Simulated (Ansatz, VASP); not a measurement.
One calculation of BN, two programs

```
CELL_PARAMETERS angstrom
0.02864 1.79169 1.79169
1.79169 0.02864 1.79169
1.79169 1.79169 0.02864
ATOMIC_POSITIONS crystal
B 0.00025 0.00025 0.00025
N 0.24975 0.24975 0.24975
```

Change from the starting cell: strained cell.

Alike in both runs: functional LDA; k mesh 9 × 9 × 9; occupations gaussian, width 0.02 eV; no spin polarisation.

Ansatz relaxed the structure, and its values are those at the end. VASP's run is a single point on that final structure, the one shown.

|  | VASP | Ansatz |
| --- | --- | --- |
| version | VASP 6.6.1 | Ansatz 0.2.0 |
| potentials or method | VASP PAW LDA potentials, release 64 (B, N), cutoff 600 eV | scalar-relativistic, plane waves, PAW |
| valence electrons in the cell | 8 | 8 |

|  | VASP | Ansatz | Ansatz less VASP |
| --- | --- | --- | --- |
| gap on the k mesh at the Fermi level (eV) | 4.49 | 4.50 | +0.011 |
| least direct gap on the mesh (eV) | 8.33 | 8.34 | +0.005 |
| pressure (GPa) | 10.2 | 9.1 | -1.11 |
| rms of the force components (eV/Å) | 0.004 | 0.000 | -0.0040 |

Ansatz warns that its potentials were made for another functional, while VASP's fit it. LDA's correlation is that of Perdew and Zunger in VASP and of Perdew and Wang (1992) in Ansatz. Ansatz's warnings: stress scf threshold loose.
